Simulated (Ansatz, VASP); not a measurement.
# Al in VASP and in Ansatz

```
CELL_PARAMETERS angstrom
2.86028 0.00000 0.00000
-1.43014 2.47707 0.00000
0.00000 0.00000 8.95010
ATOMIC_POSITIONS crystal
Al 0.00000 0.00000 0.00000
Al 0.33333 0.66667 0.25000
Al 0.00000 0.00000 0.50000
Al 0.66667 0.33333 0.75000
```

Alike in both runs: task single point; functional PBE; dispersion D3(BJ); k mesh 18 × 18 × 6; occupations gaussian, width 0.15 eV; no spin polarisation.

|  | VASP | Ansatz |
| --- | --- | --- |
| version | VASP 6.6.1 | Ansatz 0.2.0 |
| potentials or method | VASP PAW PBE potentials, release 64 (Al), cutoff 520 eV | scalar-relativistic, plane waves, PAW |
| valence electrons in the cell | 12 | 12 |

|  | VASP | Ansatz | Ansatz less VASP |
| --- | --- | --- | --- |
| gap on the k mesh at the Fermi level (eV) | none | none | - |
| pressure (GPa) | 0.2 | 0.2 | +0.03 |
| traceless stress, the component that is largest in VASP (GPa) | 2.68 | 2.68 | -0.002 |

A gap of «none» marks a metal or a gap that the smearing closes.
